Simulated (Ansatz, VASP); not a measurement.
CsCl in VASP and in Ansatz

INCAR

```
PREC = Accurate
ENCUT = 400
EDIFF = 1E-8
ISMEAR = -1
SIGMA = 0.03
LREAL = False
LASPH = True
NELM = 120
ALGO = Normal
ISIF = 2
LWAVE = False
LCHARG = False
GGA = PS
LEFG = True
NBANDS = 15
GGA_COMPAT = False
```

File KPOINTS:

```
Automatic mesh
0
Gamma
  6 6 6
```

POSCAR

```
CsCl
1.0
    4.1230000000      0.0206150000      0.0206150000
    0.0206150000      4.1230000000      0.0206150000
    0.0206150000      0.0206150000      4.1230000000
Cs Cl
1 1
Direct
    0.0000000000      0.0000000000      0.0000000000
    0.5000000000      0.5000000000      0.5000000000
```

Input for Ansatz:

```yaml
crystal:
  lattice:
    - [4.123, 0.020615, 0.020615]
    - [0.020615, 4.123, 0.020615]
    - [0.020615, 0.020615, 4.123]
  atoms:
    - { symbol: Cs, position: [0.0, 0.0, 0.0] }
    - { symbol: Cl, position: [0.5, 0.5, 0.5] }
kpoints:
  mp_grid: { grid: [6, 6, 6] }
scf:
  occupations: { method: fermi_dirac, width: 0.03 }
hamiltonian:
  xc: pbesol
  pseudopotentials: { kind: all_electron, datasets: crystal }
output:
  forces: true
  stress: true
  eigenvalues: true
  efg: { contact_densities: true }
```

Change from the starting cell: equal xy, yz and zx shear strains of +1 %, crystal datasets.

Alike in both runs: task electric field gradients; functional PBEsol; k mesh 6 × 6 × 6; occupations fermi-dirac, width 0.03 eV; no spin polarisation.

|  | VASP | Ansatz |
| --- | --- | --- |
| version | VASP 6.6.1 | Ansatz 0.2.0 |
| potentials or method | VASP PAW PBE potentials, release 64 (Cs_sv, Cl), cutoff 400 eV | all-electron PAW with datasets made for the crystal, scalar-relativistic |

```tsv
	VASP	Ansatz	Ansatz less VASP
gap on the k mesh at the Fermi level (eV)	5.04	5.06	+0.012
pressure (GPa)	-0.6	-0.7	-0.04
traceless stress, the component that is largest in VASP (GPa)	-0.06	-0.06	+0.003
size of Vzz on the site where it differs most (V/Å²)	7.6	7.8	+0.20
```

VASP's potentials were made for PBE, not for PBEsol. Ansatz ran all-electron here, and VASP with PAW potentials.

Neither program's run includes spin-orbit coupling.
